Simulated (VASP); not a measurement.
BP:

```
CELL_PARAMETERS angstrom
0.00000 2.23833 2.23833
2.23833 0.00000 2.23833
2.23833 2.23833 0.00000
ATOMIC_POSITIONS crystal
B 0.00000 0.00000 0.00000
P 0.25000 0.25000 0.25000
```

Base run:

```yaml
Program: VASP 6.6.1
Functional: PBE
Potentials_or_basis: VASP PAW PBE potentials, release 64 (B, P)
Cutoff: 500 eV
k_mesh: 6 × 6 × 6
Occupations: gaussian, width 0.01 eV
Spin: no spin polarisation
```

Its results: band gap on the k mesh 1.25 eV, indirect (least direct gap 3.46 eV); pressure 8.3 GPa.

Problem. The run is repeated on the same cell with these changes: k mesh from 6 × 6 × 6 to 4 × 4 × 4. What comes out?

Solution. Band gap on the k mesh 1.23 eV, indirect (least direct gap 3.44 eV); pressure 9.4 GPa.

Caveats: some runs use coarse meshes.

A k mesh can miss the band edges.
